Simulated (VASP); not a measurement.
# Zr (Fd-3m) in VASP: a series of runs

Runs on Zr. Level: PBE. Tasks: single point.

Program: VASP 6.6.1. These are calculated values, not measurements. Logs are shortened: lines on timing, memory, paths and dates and some standing lists are left out, and cuts for length are marked.

### Step 1. The cell of the first run

It takes space group Fd-3m (No. 227, cubic). Conventional cell: a = 6.226 Å, b = 6.226 Å, c = 6.226 Å, α = 90.00°, β = 90.00°, γ = 90.00°. Zr (site symmetry -43m) has 4 Zr at 2.70 Å within 3.6 Å.

This isn't the form of Zr at room conditions, which is hcp.

### Step 2. Single point, PBE, collinear spin (30.17 Å³/atom)

Contents of INCAR:

```
SYSTEM = Zr
PREC = Accurate ; ENCUT = 520
EDIFF = 1E-6 ; ISMEAR = -1
SIGMA = 0.05 ; LREAL = .False.
LASPH = .True. ; NELM = 150
ALGO = Normal ; ISIF = 2
LWAVE = .False. ; LCHARG = .True.
ISPIN = 2 ; MAGMOM = 0.443 0.443
LORBIT = 11 ; LMAXMIX = 4
GGA = PE ; LELF = .True.
LVHAR = .True. ; NBANDS = 23
```

Contents of KPOINTS:

```
regular mesh
0
Gamma
  14 14 14
  0 0 0
```

Contents of POSCAR:

```
Zr
1.0
    0.0000000000      3.1131545215      3.1131545215
    3.1131545215      0.0000000000      3.1131545215
    3.1131545215      3.1131545215      0.0000000000
Zr
2
Direct
    0.1250000000      0.1250000000      0.1250000000
    0.8750000000      0.8750000000      0.8750000000
```

Potentials or basis: VASP PAW PBE potentials, release 64 (Zr_sv).

Started as:

```sh
> cat potpaw_PBE.64/Zr_sv/POTCAR > POTCAR
> mpirun -np 1 vasp_std > vasp.out
```

OUTCAR:

```text
SYSTEM = Zr
   PREC = Accurate
   ENCUT = 520
   EDIFF = 1E-6
   ISMEAR = -1
   LREAL = .False.
   LASPH = .True.
   NELM = 150
   ISIF = 2
   ISPIN = 2
   LORBIT = 11
   GGA = PE

 ion  position               nearest neighbor table
   1  0.125  0.125  0.125-   2 2.70   2 2.70   2 2.70   2 2.70
   2  0.875  0.875  0.875-   1 2.70   1 2.70   1 2.70   1 2.70

  LATTYP: Found a face centered cubic cell.
 ALAT       =     6.2263090430

  Lattice vectors:

 A1 = (   0.0000000000,   3.1131545215,   3.1131545215)
 A2 = (   3.1131545215,   0.0000000000,   3.1131545215)
 A3 = (   3.1131545215,   3.1131545215,   0.0000000000)

Analysis of symmetry for initial positions (statically):
=====================================================================
 Subroutine PRICEL returns:
 Original cell was already a primitive cell.

 Routine SETGRP: Setting up the symmetry group for a
 face centered cubic supercell.

 Subroutine GETGRP returns: Found 48 space group operations
 (whereof 12 operations were pure point group operations)
 out of a pool of 48 trial point group operations.

The static configuration has the point symmetry D_3d.
 The point group associated with its full space group is O_h .

Analysis of symmetry for dynamics (positions and initial velocities):
=====================================================================
 Subroutine PRICEL returns:
 Original cell was already a primitive cell.

 Routine SETGRP: Setting up the symmetry group for a
 face centered cubic supercell.

 Subroutine GETGRP returns: Found 48 space group operations
 (whereof 12 operations were pure point group operations)
 out of a pool of 48 trial point group operations.

The dynamic configuration has the point symmetry D_3d.
 The point group associated with its full space group is O_h .

Analysis of structural, dynamic, and magnetic symmetry:
=====================================================================
 Subroutine PRICEL returns:
 Original cell was already a primitive cell.

 Routine SETGRP: Setting up the symmetry group for a
 face centered cubic supercell.

 Subroutine GETGRP returns: Found 48 space group operations
 (whereof 12 operations were pure point group operations)
 out of a pool of 48 trial point group operations.

The overall configuration has the point symmetry D_3d.
 The point group associated with its full space group is O_h .

 Subroutine INISYM returns: Found 48 space group operations
 (whereof 12 operations are pure point group operations),
 and found     1 'primitive' translations

----------------------------------------------------------------------------------------

                                     Primitive cell

  volume of cell :      60.3437

  direct lattice vectors                    reciprocal lattice vectors
     0.000000000  3.113154521  3.113154521    -0.160608796  0.160608796  0.160608796
     3.113154521  0.000000000  3.113154521     0.160608796 -0.160608796  0.160608796
     3.113154521  3.113154521  0.000000000     0.160608796  0.160608796 -0.160608796

  length of vectors
     4.402665346  4.402665346  4.402665346     0.278182595  0.278182595  0.278182595

  position of ions in fractional coordinates (direct lattice)
     0.125000000  0.125000000  0.125000000
     0.875000000  0.875000000  0.875000000

  ion indices of the primitive-cell ions
   primitive index   ion index
                 1           1
                 2           2

----------------------------------------------------------------------------------------

 KPOINTS: regular mesh

Automatic generation of k-mesh.
 Grid dimensions read from file:
 generate k-points for:   14   14   14

 Generating k-lattice:

  Cartesian coordinates                     Fractional coordinates (reciprocal lattice)
    -0.011472057  0.011472057  0.011472057     0.071428571  0.000000000  0.000000000
     0.011472057 -0.011472057  0.011472057     0.000000000  0.071428571  0.000000000
     0.011472057  0.011472057 -0.011472057     0.000000000  0.000000000  0.071428571

  Length of vectors
     0.019870185  0.019870185  0.019870185

  Shift w.r.t. Gamma in fractional coordinates (k-lattice)
     0.000000000  0.000000000  0.000000000

 Subroutine IBZKPT returns following result:
 ===========================================

 Found    104 irreducible k-points:

 Following reciprocal coordinates:
            Coordinates               Weight
  0.000000  0.000000  0.000000      1.000000
  0.071429  0.000000  0.000000      8.000000
  0.142857  0.000000  0.000000      8.000000
  0.214286  0.000000  0.000000      8.000000
  0.285714  0.000000  0.000000      8.000000
  0.357143  0.000000  0.000000      8.000000
[... 16 lines left out ...]
  0.214286  0.142857  0.000000     24.000000
  0.285714  0.142857  0.000000     24.000000
 [... further k-points ...]
   k-points           NKPTS =    104   k-points in BZ     NKDIM =    104   number of bands    NBANDS=     23
   number of dos      NEDOS =    301   number of ions     NIONS =      2
   total plane-waves  NPLWV =  46656
   dimension x,y,z NGX =    36 NGY =   36 NGZ =   36
   dimension x,y,z NGXF=    72 NGYF=   72 NGZF=   72
   ions per type =               2
   NGX,Y,Z   is equivalent  to a cutoff of  13.59, 13.59, 13.59 a.u.
   NGXF,Y,Z  is equivalent  to a cutoff of  27.19, 27.19, 27.19 a.u.
 SYSTEM =  Zr
   PREC   = accura    normal or accurate (medium, high low for compatibility)
   ISTART =      0    job   : 0-new  1-cont  2-samecut
   ICHARG =      2    charge: 1-file 2-atom 10-const
   ISPIN  =      2    spin polarized calculation?
   LNONCOLLINEAR =      F non collinear calculations
   LSORBIT =      F    spin-orbit coupling
   LASPH  =      T    aspherical Exc in radial PAW
   ENCUT  =  520.0 eV  38.22 Ry    6.18 a.u.   8.19  8.19  8.19*2*pi/ulx,y,z
   NELM   =    150;   NELMIN=  2; NELMDL= -5     # of ELM steps
   EDIFF  = 0.1E-05   stopping-criterion for ELM
   LREAL  =      F    real-space projection
   EDIFFG = 0.1E-04   stopping-criterion for IOM
   NSW    =      0    number of steps for IOM
   IBRION =     -1    ionic relax: 0-MD 1-quasi-New 2-CG
   NFREE  =      0    steps in history (QN), initial steepest desc. (CG)
   ISIF   =      2    stress and relaxation
   ISYM   =      2    0-nonsym 1-usesym 2-fastsym
   POTIM  = 0.5000    time-step for ionic-motion
   TEBEG  =    0.0;   TEEND  =   0.0 temperature during run
   PSTRESS=    0.0 pullay stress
   NELECT =      24.0000    total number of electrons
   NUPDOWN=      -1.0000    fix difference up-down
   EMIN   =  10.00;   EMAX   =-10.00  energy-range for DOS
   EFERMI =   0.00;   METHOD = LEGACY
   ISMEAR =    -1;   SIGMA  =   0.05  broadening in eV -4-tet -1-fermi 0-gaus
   EFERMI_NEDOS =   21; number of points for ismear=-14 and -15
   IALGO  =     38    algorithm
   IMIX   =      4    mixing-type and parameters
     AMIX     =   0.40;   BMIX     =  1.00
     AMIX_MAG =   1.60;   BMIX_MAG =  1.00
  volume/ion in A,a.u.               =      30.17       203.61
  Fermi-wavevector in a.u.,A,eV,Ry     =   1.203930  2.275098 19.720930  1.449447
  Thomas-Fermi vector in A             =   2.339669
   LORBIT       =     11    0 simple, 1 ext, 2 COOP (PROOUT), +10 PAW based schemes
   GGA     = PE    functional components
   LHFCALC =     F    Hartree Fock is set to
   AEXX    =    0.0000 exact exchange contribution
   IVDW    =     0    specifies the selected vdW correction
   LEPSILON=     F    determine dielectric tensor
   LRPA    =     F    only Hartree local field effects (RPA)
 spin polarized calculation
  energy-cutoff  :      520.00
  volume of cell :       60.34
 maximum number of plane-waves:      1660
 NGX is ok and might be reduce to    36
   NGX = 17   NGY = 17   NGZ = 17

 number of electron      24.0000000 magnetization       1.1439758

 Free energy of the ion-electron system (eV)
  ---------------------------------------------------
  ext. energy  EPLUGINS =         0.00000000
  ---------------------------------------------------
  free energy    TOTEN  =       -12.26870282 eV

  energy without entropy =      -12.23860088  energy(sigma->0) =      -12.25365185

 E-fermi :   5.7921     XC(G=0):  -9.6240

 val. band max:        5.7916488576   @ k =  -0.2143   0.0714   0.0000
 cond. band min:       5.7997433873   @ k =   0.3571   0.2143   0.0714
 fundamental gap:      0.0080945297
 Fermi energy:         5.7920971545

 spin component 1

 k-point     1 :       0.0000    0.0000    0.0000
  band No.  band energies     occupation
      1     -43.1941      1.00000
      2     -42.5695      1.00000
      3     -21.5860      1.00000
      4     -21.5860      1.00000
      5     -21.5860      1.00000
      6     -20.5215      1.00000
[... 15 lines left out ...]
     22      16.1023      0.00000
     23      16.1024      0.00000
[... 575 lines left out ...]
      1     -43.1166      1.00000
      2     -42.6524      1.00000
      3     -21.7022      1.00000
      4     -21.6964      1.00000
      5     -21.4903      1.00000
      6     -20.6212      1.00000
[... 15 lines left out ...]
     22      15.0506      0.00000
     23      16.1441      0.00000

 [... further k-points ...]

 spin component 2

 k-point     1 :       0.0000    0.0000    0.0000
  band No.  band energies     occupation
      1     -42.9117      1.00000
      2     -42.3070      1.00000
      3     -21.2357      1.00000
      4     -21.2357      1.00000
      5     -21.2357      1.00000
      6     -20.2187      1.00000
[... 15 lines left out ...]
     22      16.1713      0.00000
     23      16.1713      0.00000
[... 575 lines left out ...]
      1     -42.8366      1.00000
      2     -42.3871      1.00000
      3     -21.3521      1.00000
      4     -21.3460      1.00000
      5     -21.1462      1.00000
      6     -20.3132      1.00000
[... 15 lines left out ...]
     22      15.2917      0.00000
     23      16.3985      0.00000

 [... further k-points ...]

------------------------ aborting loop because EDIFF is reached ----------------------------------------

  FORCE on cell =-STRESS in cart. coord.  units (eV):
  Direction    XX          YY          ZZ          XY          YZ          ZX
  --------------------------------------------------------------------------------------
  -------------------------------------------------------------------------------------
  Total        0.5158296      0.5158296      0.5158296     -0.0000000      0.0000000     -0.0000000
  in kB       13.6957182     13.6957182     13.6957182     -0.0000000      0.0000000     -0.0000000
  external PRESSURE =      13.6957182 kB  Pullay stress =       0.0000000 kB

 VOLUME and BASIS-vectors are now :
 -----------------------------------------------------------------------------
  energy-cutoff  :      520.00
  volume of cell :       60.34
      direct lattice vectors                 reciprocal lattice vectors
     0.000000000  3.113154521  3.113154521    -0.160608796  0.160608796  0.160608796
     3.113154521  0.000000000  3.113154521     0.160608796 -0.160608796  0.160608796
     3.113154521  3.113154521  0.000000000     0.160608796  0.160608796 -0.160608796

 POSITION                                       TOTAL-FORCE (eV/Angst)
 -----------------------------------------------------------------------------------
      0.77829      0.77829      0.77829        -0.000000     -0.000000     -0.000000
      5.44802      5.44802      5.44802         0.000000      0.000000      0.000000
 -----------------------------------------------------------------------------------
    total drift:                                0.000000      0.000000      0.000000

  FREE ENERGIE OF THE ION-ELECTRON SYSTEM (eV)
  ---------------------------------------------------
  free  energy   TOTEN  =       -12.2687028167 eV

  energy  without entropy=      -12.2386008767  energy(sigma->0) =      -12.25365185

 total charge

# of ion       s       p       d       tot
------------------------------------------
    1        2.250   5.880   1.990  10.121
    2        2.250   5.880   1.990  10.121
--------------------------------------------------
tot          4.501  11.761   3.980  20.241

 magnetization (x)

# of ion       s       p       d       tot
------------------------------------------
    1        0.030   0.007   0.445   0.482
    2        0.030   0.007   0.445   0.482
--------------------------------------------------
tot          0.061   0.013   0.889   0.964
```

Wall time 2.6 min (1 thread of Intel Xeon 6975P-C (Granite Rapids), shared host); peak memory 0.37 GiB.

Results:

```
Free energy                                           : -12.2687 eV
Pressure                                              : 1.4 GPa
Net moment                                            : 1.14 μB per cell
Site moments                                          : Zr +0.48 μB
Valence electrons inside the program's atomic spheres : Zr 10.12
```

### Step 3. Single point, PBE, collinear spin (32.69 Å³/atom)

This run uses another cell than the first one, of 32.69 Å³/atom.

Contents of INCAR:

```
SYSTEM = Zr
  ALGO = Normal
  EDIFF = 1E-6
  ENCUT = 520
  GGA = PE
  ISIF = 2
  ISMEAR = -1
  ISPIN = 2
  LASPH = .TRUE.
  LCHARG = .FALSE.
  LMAXMIX = 4
  LORBIT = 11
  LREAL = .FALSE.
  LWAVE = .FALSE.
  MAGMOM = 0.443 0.443
  NBANDS = 23
  NELM = 150
  PREC = Accurate
  SIGMA = 0.05
```

Contents of KPOINTS:

```
k-points
0
G
  14 14 14
  0 0 0
```

Contents of POSCAR:

```
Zr
1.0
    0.0000000000      3.1973342965      3.1973342965
    3.1973342965      0.0000000000      3.1973342965
    3.1973342965      3.1973342965      0.0000000000
Zr
2
Direct
    0.1250000000      0.1250000000      0.1250000000
    0.8750000000      0.8750000000      0.8750000000
```

Potentials or basis: VASP PAW PBE potentials, release 64 (Zr_sv).

Started as:

```sh
> cat potpaw_PBE.64/Zr_sv/POTCAR > POTCAR
> mpirun -np 1 vasp_std > vasp.out
```

Wall time 2.3 min (1 thread of Intel Xeon 6975P-C (Granite Rapids), shared host); peak memory 0.37 GiB.

Results (log left out):

- Free energy: -12.2759 eV
- Pressure: -0.7 GPa
- Net moment: 1.48 μB per cell
- Site moments: Zr +0.60 μB
- Valence electrons inside the program's atomic spheres: Zr 10.04

Levels at points of the mesh, in eV from the Fermi level:
Spin up:
| k point | band 11 | band 12 | band 13 | band 14 | band 15 | band 16 |
| --- | --- | --- | --- | --- | --- | --- |
| (0.00, 0.00, 0.00) | -0.81 | -0.30 | -0.30 | -0.30 | 1.83 | 1.83 |
| (0.50, 0.00, 0.00) | -0.71 | -0.71 | -0.40 | -0.40 | 0.34 | 2.87 |
| (0.50, 0.50, 0.00) | -0.34 | -0.34 | -0.09 | -0.09 | 1.60 | 1.60 |
Spin down:
| k point | band 7 | band 8 | band 9 | band 10 | band 11 | band 12 | band 13 | band 14 | band 15 | band 16 |
| --- | --- | --- | --- | --- | --- | --- | --- | --- | --- | --- |
| (0.00, 0.00, 0.00) | -26.08 | -26.08 | -3.82 | -0.47 | -0.47 | 0.44 | 0.44 | 0.44 | 2.30 | 2.30 |
| (0.50, 0.00, 0.00) | -25.98 | -25.98 | -1.44 | -0.81 | -0.39 | -0.39 | 0.35 | 0.35 | 0.97 | 3.24 |
| (0.50, 0.50, 0.00) | -25.87 | -25.87 | -1.42 | -1.42 | 0.47 | 0.47 | 0.50 | 0.50 | 1.92 | 1.92 |

### Step 4. Single point, PBE, collinear spin (33.94 Å³/atom)

This run uses another cell than the first one, of 33.94 Å³/atom.

Contents of INCAR:

```
PREC = Accurate ; ENCUT = 520
EDIFF = 1E-6 ; ISMEAR = -1
SIGMA = 0.05 ; LREAL = False
LASPH = True ; NELM = 150
ALGO = Normal ; ISIF = 2
LWAVE = False ; LCHARG = False
ISPIN = 2 ; MAGMOM = 0.443 0.443
LORBIT = 11 ; LMAXMIX = 4
GGA = PE ; NBANDS = 23
```

Contents of KPOINTS:

```
Automatic mesh
0
Gamma
  14 14 14
```

Contents of POSCAR:

```
Zr
1.0
    0.0000000000      3.2378111795      3.2378111795
    3.2378111795      0.0000000000      3.2378111795
    3.2378111795      3.2378111795      0.0000000000
Zr
2
Direct
    0.1250000000      0.1250000000      0.1250000000
    0.8750000000      0.8750000000      0.8750000000
```

Started as:

```sh
> cat potpaw_PBE.64/Zr_sv/POTCAR > POTCAR
> mpirun -np 1 vasp_std > vasp.out
```

Wall time 7.9 min (1 thread of Oxide Virtual Turin-like, shared host); peak memory 0.35 GiB.

It converged, with:

- Free energy: -12.2607 eV
- Pressure: -1.3 GPa
- Net moment: 1.73 μB per cell
- Site moments: Zr +0.67 μB
- Valence electrons inside the program's atomic spheres: Zr 10.01

Levels at points of the mesh, in eV from the Fermi level:
Spin up:
```csv
k point,band 11,band 12,band 13,band 14,band 15,band 16
"(0.00, 0.00, 0.00)",-0.76,-0.34,-0.34,-0.34,1.74,1.74
"(0.50, 0.00, 0.00)",-0.66,-0.66,-0.41,-0.41,0.23,2.74
"(0.50, 0.50, 0.00)",-0.35,-0.35,-0.23,-0.23,1.56,1.56
```
Spin down:
| k point | band 8 | band 9 | band 10 | band 11 | band 12 | band 13 | band 14 | band 15 |
| --- | --- | --- | --- | --- | --- | --- | --- | --- |
| (0.00, 0.00, 0.00) | -26.11 | -3.72 | -0.35 | -0.35 | 0.50 | 0.50 | 0.50 | 2.27 |
| (0.50, 0.00, 0.00) | -26.02 | -1.41 | -0.71 | -0.28 | -0.28 | 0.44 | 0.44 | 0.95 |
| (0.50, 0.50, 0.00) | -25.92 | -1.27 | -1.27 | 0.45 | 0.45 | 0.55 | 0.55 | 1.94 |

### Step 5. The runs side by side

| cell | gap on the mesh (eV) | pressure (GPa) | moment (μB) |
| --- | --- | --- | --- |
| a = 4.403 Å, angles 60.0°, 2 atoms | none | 1.4 | 1.14 |
| a = 4.522 Å, angles 60.0°, 2 atoms | none | -0.7 | 1.48 |
| a = 4.579 Å, angles 60.0°, 2 atoms | none | -1.3 | 1.73 |

Alike in all rows: task single point; level PBE; potentials or basis VASP PAW PBE potentials, release 64 (Zr_sv); spin collinear; k mesh 14 × 14 × 14; cutoff (eV) 520; smearing fermi-dirac 0.05 eV.

Absolute energies hang on the potentials; compare differences alone.
